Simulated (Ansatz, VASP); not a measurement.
**GaH2: VASP beside Ansatz**

```
Ga H
1.0
     0.00000    2.37310    2.37310
     2.37310    0.00000    2.37310
     2.37310    2.37310    0.00000
Ga H
1 2
Direct
  0.00000 0.00000 0.00000
  0.25000 0.25000 0.25000
  0.75000 0.75000 0.75000
```

Alike in both runs: functional PBEsol; k mesh 8 × 8 × 8; occupations gaussian, width 0.1 eV; no spin polarisation.

Ansatz relaxed the structure, and its values are those at the end. VASP's run is a single point on that final structure, the one shown.

|  | VASP | Ansatz |
| --- | --- | --- |
| version | VASP 6.6.1 | Ansatz 0.2.0 |
| potentials or method | VASP PAW PBE potentials, release 64 (Ga_d, H), cutoff 520 eV | scalar-relativistic, plane waves, PAW |
| valence electrons in the cell | 15 | 15 |

```tsv
	VASP	Ansatz	Ansatz less VASP
gap on the k mesh at the Fermi level (eV)	none	none	-
pressure (GPa)	-0.2	-0.1	+0.07
```

VASP's potentials were made for PBE, not for PBEsol. A gap of «none» marks a metal or a gap that the smearing closes. The functional is the same, so the differences come from potentials, cutoffs and numerics.
